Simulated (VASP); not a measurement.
Here is a VASP 6.6.1 calculation.

Contents of INCAR:

```
PREC = Accurate
ENCUT = 520
EDIFF = 1E-6
ISMEAR = 0
SIGMA = 0.05
LREAL = False
LASPH = True
NELM = 80
ALGO = Normal
ISIF = 2
LWAVE = False
LCHARG = False
LDIPOL = True
IDIPOL = 3
DIPOL = 0.5 0.5 0.391
GGA = PE
IVDW = 12
NBANDS = 31
```

Contents of KPOINTS:

```
regular mesh
0
Gamma
  9 9 1
```

Contents of POSCAR:

```
PtSe2
1.0
    3.7070358307      0.0000000000      0.0000000000
   -1.8535179153      3.2103872021      0.0000000000
    0.0000000000      0.0000000000     22.7981611688
Se Pt
4 2
Direct
    0.6666666667      0.3333333333      0.1973843402
    0.3333333333      0.6666666667      0.3135814565
    0.3333333333      0.6666666667      0.4675412418
    0.6666666667      0.3333333333      0.5837383581
    0.0000000000      0.0000000000      0.2554828983
    1.0000000000      1.0000000000      0.5256398000
```

Potentials or basis: VASP PAW PBE potentials, release 64 (Se, Pt).

Run with:

```bash
$ cat potpaw_PBE.64/Se/POTCAR potpaw_PBE.64/Pt/POTCAR > POTCAR
$ mpirun -np 1 vasp_std > vasp.out
```

Problem. What does it give for the dispersion energy per atom?

Solution. -0.343 eV.

Problem. What does it give for the band gap on the k mesh?

Solution. 0.82 eV, indirect (least direct gap 1.01 eV).

Problem. What does it give for the largest force?

Solution. 0.063 eV/Å.

Forces on the atoms (eV/Å):
```
Se   0.000  0.000 -0.012
Se   0.000  0.000 -0.063
Se   0.000  0.000  0.063
Se   0.000  0.000  0.012
Pt   0.000  0.000  0.034
Pt   0.000  0.000 -0.034
```

Caveat: spin-orbit coupling is left out, which moves the levels of the heavy elements.
